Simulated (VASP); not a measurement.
A run of VASP 6.6.1:

Contents of INCAR:

```
ALGO     = Normal         # electronic algorithm
EDIFF    = 1E-6           # SCF threshold, eV
ENCUT    = 1340           # plane-wave cutoff, eV
GGA      = PE             # functional
GGA_COMPAT= False        
ISIF     = 2              # what is computed and relaxed
ISMEAR   = -1             # smearing method
IVDW     = 12             # dispersion correction
LASPH    = True           # aspherical terms in the spheres
LCHARG   = False          # write CHGCAR
LREAL    = False          # projectors in reciprocal space
LWAVE    = False          # write WAVECAR
NBANDS   = 26             # bands
NELM     = 120            # most SCF steps
PREC     = Accurate       # precision mode
SIGMA    = 0.05           # smearing width, eV
```

The input KPOINTS:

```
k-points
0
Gamma
  9 9 5
```

File POSCAR:

```
ZnO
1.0
    3.2274999067      0.0000000000      0.0000000000
   -1.6137499533      2.7950969099      0.0000000000
    0.0000000000      0.0000000000      5.1707703030
Zn O
2 2
Direct
    0.6666666667      0.3333333333      0.0000000000
    0.3333333333      0.6666666667      0.5000000000
    0.3333333333      0.6666666667      0.8790100000
    0.6666666667      0.3333333333      0.3790100000
```

Potentials or basis: VASP PAW PBE potentials, release 64 (Zn, O_h).

The run is started by

```bash
$ cat potpaw_PBE.64/Zn/POTCAR potpaw_PBE.64/O_h/POTCAR > POTCAR
$ mpirun -np 1 vasp_std > vasp.out
```

Hardware: 1 thread of Intel(R) Xeon(R) Platinum 8259CL CPU @ 2.50GHz (Skylake/Cascade Lake), on a shared host.

Problem. Estimate the wall time of this run.

Solution. Run time: 2.3 min on 1 thread of Intel(R) Xeon(R) Platinum 8259CL CPU @ 2.50GHz (Skylake/Cascade Lake) (shared host), peak memory 0.41 GiB. Counts: scf iterations 15, k points 36.
